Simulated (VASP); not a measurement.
Crystal: Ba.

```
Ba
1.0
    -2.47262    2.47262    2.47262
     2.47262   -2.47262    2.47262
     2.47262    2.47262   -2.47262
Ba
1
Cartesian
  0.0000 0.0000 0.0000
```

Base run:

```yaml
Program: VASP 6.6.1
Functional: PBEsol
Potentials_or_basis: VASP PAW PBE potentials, release 64 (Ba_sv)
Cutoff: 520 eV
k_mesh: 8 × 8 × 8
Occupations: fermi-dirac, width 0.05 eV
Spin: no spin polarisation
```

Its results: band gap on the k mesh zero (band 5 reaches 2.23 eV, above the bottom of band 6 at 1.07 eV); pressure -0.3 GPa.

**Question.** The run is repeated on the same cell with these changes: functional from PBEsol to PBE. What comes out?

**Answer.** Band gap on the k mesh zero (band 5 reaches 2.34 eV, above the bottom of band 6 at 1.18 eV); pressure 0.4 GPa.

PBE binds less tightly than PBEsol, so the same cell stands under more pressure.

Caveats: spin-orbit coupling is left out, which moves the levels of the heavy elements; the PAW data sets were made with another functional, which shifts forces and pressure a little (some runs).
